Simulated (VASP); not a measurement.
# B (P6_3/mmc) in VASP: further runs

Runs on B. Level: revPBE. Tasks: single point.

Everything below comes from runs of VASP 6.6.1. Logs are shortened: lines on timing, memory, paths and dates and some standing lists are left out, and cuts for length are marked.

**1. The cell of the first run**

Symmetry: P6_3/mmc, No. 194, hexagonal system. Conventional cell: a = 1.746 Å, b = 1.746 Å, c = 11.026 Å, α = 90.00°, β = 90.00°, γ = 120.00°. B (site symmetry -6m2) has 6 B at 1.75 Å within 2.3 Å.

This isn't the form of B at room conditions, which is rhombohedral.

**2. Single point, revPBE (14.55 Å³/atom)**

INCAR reads:

```
PREC = Accurate
ENCUT = 520
EDIFF = 1E-6
ISMEAR = -1
SIGMA = 0.1
LREAL = F
LASPH = T
NELM = 100
ALGO = Normal
ISIF = 2
LWAVE = F
LCHARG = F
GGA = RE
NBANDS = 10
```

KPOINTS reads:

```
regular mesh
0
Gamma
  23 23 4
```

POSCAR reads:

```
B
1.0
    1.7455253519      0.0000000000      0.0000000000
   -0.8727626760      1.5116692977      0.0000000000
    0.0000000000      0.0000000000     11.0255673080
B
2
Direct
    0.3333333333      0.6666666667      0.2500000000
    0.6666666667      0.3333333333      0.7500000000
```

Potentials or basis: VASP PAW PBE potentials, release 64 (B).

On the command line:

```console
> cat potpaw_PBE.64/B/POTCAR > POTCAR
> mpirun -np 1 vasp_std > vasp.out
```

OUTCAR:

```text
PREC = Accurate
   ENCUT = 520
   EDIFF = 1E-6
   ISMEAR = -1
   LREAL = F
   LASPH = T
   NELM = 100
   ISIF = 2
   GGA = RE

 ion  position               nearest neighbor table
   1  0.333  0.667  0.250-
   2  0.667  0.333  0.750-

  LATTYP: Found a hexagonal cell.
 ALAT       =     1.7455253519
 C/A-ratio  =     6.3164750349

  Lattice vectors:

 A1 = (   1.7455253519,   0.0000000000,   0.0000000000)
 A2 = (  -0.8727626760,   1.5116692977,   0.0000000000)
 A3 = (   0.0000000000,   0.0000000000,  11.0255673080)

Analysis of symmetry for initial positions (statically):
=====================================================================
 Subroutine PRICEL returns:
 Original cell was already a primitive cell.

 Routine SETGRP: Setting up the symmetry group for a
 hexagonal supercell.

 Subroutine GETGRP returns: Found 24 space group operations
 (whereof 12 operations were pure point group operations)
 out of a pool of 24 trial point group operations.

The static configuration has the point symmetry D_3d.
 The point group associated with its full space group is D_6h.

Analysis of symmetry for dynamics (positions and initial velocities):
=====================================================================
 Subroutine PRICEL returns:
 Original cell was already a primitive cell.

 Routine SETGRP: Setting up the symmetry group for a
 hexagonal supercell.

 Subroutine GETGRP returns: Found 24 space group operations
 (whereof 12 operations were pure point group operations)
 out of a pool of 24 trial point group operations.

The dynamic configuration has the point symmetry D_3d.
 The point group associated with its full space group is D_6h.

 Subroutine INISYM returns: Found 24 space group operations
 (whereof 12 operations are pure point group operations),
 and found     1 'primitive' translations

----------------------------------------------------------------------------------------

                                     Primitive cell

  volume of cell :      29.0927

  direct lattice vectors                    reciprocal lattice vectors
     1.745525352  0.000000000  0.000000000     0.572893427  0.330760174  0.000000000
    -0.872762676  1.511669298  0.000000000     0.000000000  0.661520348  0.000000000
     0.000000000  0.000000000 11.025567308     0.000000000  0.000000000  0.090698281

  length of vectors
     1.745525352  1.745525352 11.025567308     0.661520348  0.661520348  0.090698281

  position of ions in fractional coordinates (direct lattice)
     0.333333333  0.666666667  0.250000000
[... 85 lines left out ...]
   ISYM   =      2    0-nonsym 1-usesym 2-fastsym
   POTIM  = 0.5000    time-step for ionic-motion
   TEBEG  =    0.0;   TEEND  =   0.0 temperature during run
   PSTRESS=    0.0 pullay stress
   NELECT =       6.0000    total number of electrons
   NUPDOWN=      -1.0000    fix difference up-down
   EMIN   =  10.00;   EMAX   =-10.00  energy-range for DOS
   EFERMI =   0.00;   METHOD = LEGACY
   ISMEAR =    -1;   SIGMA  =   0.10  broadening in eV -4-tet -1-fermi 0-gaus
   EFERMI_NEDOS =   21; number of points for ismear=-14 and -15
   IALGO  =     38    algorithm
   IMIX   =      4    mixing-type and parameters
     AMIX     =   0.40;   BMIX     =  1.00
     AMIX_MAG =   1.60;   BMIX_MAG =  1.00
  volume/ion in A,a.u.               =      14.55        98.16
  Fermi-wavevector in a.u.,A,eV,Ry     =   0.967232  1.827803 12.728761  0.935538
  Thomas-Fermi vector in A             =   2.097100
   LORBIT       =      0    0 simple, 1 ext, 2 COOP (PROOUT), +10 PAW based schemes
   GGA     = RE    functional components
   LHFCALC =     F    Hartree Fock is set to
   AEXX    =    0.0000 exact exchange contribution
   IVDW    =     0    specifies the selected vdW correction
   LEPSILON=     F    determine dielectric tensor
   LRPA    =     F    only Hartree local field effects (RPA)
 non-spin polarized calculation
  energy-cutoff  :      520.00
  volume of cell :       29.09
 maximum number of plane-waves:       811
 NGX is ok and might be reduce to    14
   NGX =  7   NGY =  7   NGZ = 41

 number of electron       6.0000000 magnetization

 Free energy of the ion-electron system (eV)
  ---------------------------------------------------
  ext. energy  EPLUGINS =         0.00000000
  ---------------------------------------------------
  free energy    TOTEN  =       -11.53528910 eV

  energy without entropy =      -11.51617632  energy(sigma->0) =      -11.52573271

 E-fermi :   2.1235     XC(G=0):  -7.2523

 val. band max:        2.1192458123   @ k =   0.2609   0.1304   0.0000
 cond. band min:       2.1284543740   @ k =   0.3478   0.0000   0.0000
 fundamental gap:      0.0092085617
 Fermi energy:         2.1235445193

 k-point     1 :       0.0000    0.0000    0.0000
  band No.  band energies     occupation
      1     -14.6088      2.00000
      2     -14.6034      2.00000
      3      -5.3118      2.00000
      4      -5.2032      2.00000
      5       4.1499      0.00000
      6       6.3530      0.00000
      7       7.4769      0.00000
      8      12.4767      0.00000
      9      15.5212      0.00000
     10      22.4418      0.00000
[... 287 lines left out ...]
 k-point    24 :       0.0870    0.0870    0.0000
  band No.  band energies     occupation
      1     -13.5981      2.00000
      2     -13.5935      2.00000
      3      -3.8845      2.00000
      4      -3.7785      2.00000
      5       5.5279      0.00000
      6       7.8154      0.00000
      7       8.6821      0.00000
      8      13.8831      0.00000
      9      16.2585      0.00000
     10      21.3974      0.00000

 [... further k-points ...]

------------------------ aborting loop because EDIFF is reached ----------------------------------------

  FORCE on cell =-STRESS in cart. coord.  units (eV):
  Direction    XX          YY          ZZ          XY          YZ          ZX
  --------------------------------------------------------------------------------------
  -------------------------------------------------------------------------------------
  Total       -1.4857118     -1.4857118     -0.0057790      0.0000000      0.0000000      0.0000000
  in kB      -81.8203354    -81.8203354     -0.3182603      0.0000000      0.0000000      0.0000000
  external PRESSURE =     -54.6529771 kB  Pullay stress =       0.0000000 kB

 VOLUME and BASIS-vectors are now :
 -----------------------------------------------------------------------------
  energy-cutoff  :      520.00
  volume of cell :       29.09
      direct lattice vectors                 reciprocal lattice vectors
     1.745525352  0.000000000  0.000000000     0.572893427  0.330760174  0.000000000
    -0.872762676  1.511669298  0.000000000     0.000000000  0.661520348  0.000000000
     0.000000000  0.000000000 11.025567308     0.000000000  0.000000000  0.090698281

 POSITION                                       TOTAL-FORCE (eV/Angst)
 -----------------------------------------------------------------------------------
     -0.00000      1.00778      2.75639        -0.000000      0.000000     -0.000000
      0.87276      0.50389      8.26918         0.000000     -0.000000      0.000000
 -----------------------------------------------------------------------------------
    total drift:                               -0.000000      0.000000      0.000000

  FREE ENERGIE OF THE ION-ELECTRON SYSTEM (eV)
  ---------------------------------------------------
  free  energy   TOTEN  =       -11.5352890958 eV

  energy  without entropy=      -11.5161763183  energy(sigma->0) =      -11.52573271
```

Run time: 70 s. Hardware: 1 thread of AMD EPYC 7R43 (Zen 3), shared host; peak memory 0.13 GiB.

What came out:

| Item | Value |
| --- | --- |
| Free energy | -11.5353 eV |
| Pressure | -5.5 GPa |
| Band gap on the k mesh | zero (bands 3 and 4 overlap by 10.56 eV) |

Stress tensor (GPa, compression positive):
```
-8.18  0.00  0.00
 0.00 -8.18  0.00
 0.00  0.00 -0.03
```

Caveat: the cell stands under tension; the PAW data sets were made with another functional, which shifts forces and pressure a little.

**3. Single point, revPBE (15.11 Å³/atom)**

This run uses another cell than the first one.

INCAR reads:

```
SYSTEM = B
ALGO = Normal
EDIFF = 1E-7
ENCUT = 520
GGA = RE
ISIF = 2
ISMEAR = -1
LASPH = .TRUE.
LCHARG = .FALSE.
LREAL = .FALSE.
LWAVE = .FALSE.
NBANDS = 10
NELM = 60
PREC = Accurate
SIGMA = 0.1
```

KPOINTS reads:

```
k-points
0
G
  23 23 4
  0 0 0
```

POSCAR reads:

```
B
1.0
    1.7676229554      0.0000000000      0.0000000000
   -0.8838114777      1.5308063837      0.0000000000
    0.0000000000      0.0000000000     11.1651462686
B
2
Direct
    0.3333333333      0.6666666667      0.2500000000
    0.6666666667      0.3333333333      0.7500000000
```

Potentials or basis: VASP PAW PBE potentials, release 64 (B).

On the command line:

```console
> cat potpaw_PBE.64/B/POTCAR > POTCAR
> mpirun -np 1 vasp_std > vasp.out
```

It took 74 s on 1 thread of AMD EPYC 7R43 (Zen 3), shared host; peak memory 0.13 GiB.

The run converged. Its results:

| Item | Value |
| --- | --- |
| Free energy | -11.4853 eV |
| Pressure | -8.8 GPa |
| Band gap on the k mesh | zero (bands 3 and 4 overlap by 10.25 eV) |

Stress tensor (GPa, compression positive):
```
-13.23   0.00   0.00
  0.00 -13.23   0.00
  0.00   0.00  -0.02
```

Levels at points of the mesh, in eV from the Fermi level:
| k point | band 1 | band 2 | band 3 | band 4 | band 5 | band 6 | band 7 | band 8 | band 9 |
| --- | --- | --- | --- | --- | --- | --- | --- | --- | --- |
| (0.00, 0.00, 0.00) | -16.45 | -16.44 | -7.18 | -7.08 | 2.12 | 4.26 | 5.35 | 10.21 | 13.18 |
| (0.00, 0.00, 0.50) | -16.44 | -16.44 | -7.13 | -7.13 | 2.80 | 2.80 | 7.71 | 7.71 | 16.31 |

Caveat: the cell stands under tension; the PAW data sets were made with another functional, which shifts forces and pressure a little.
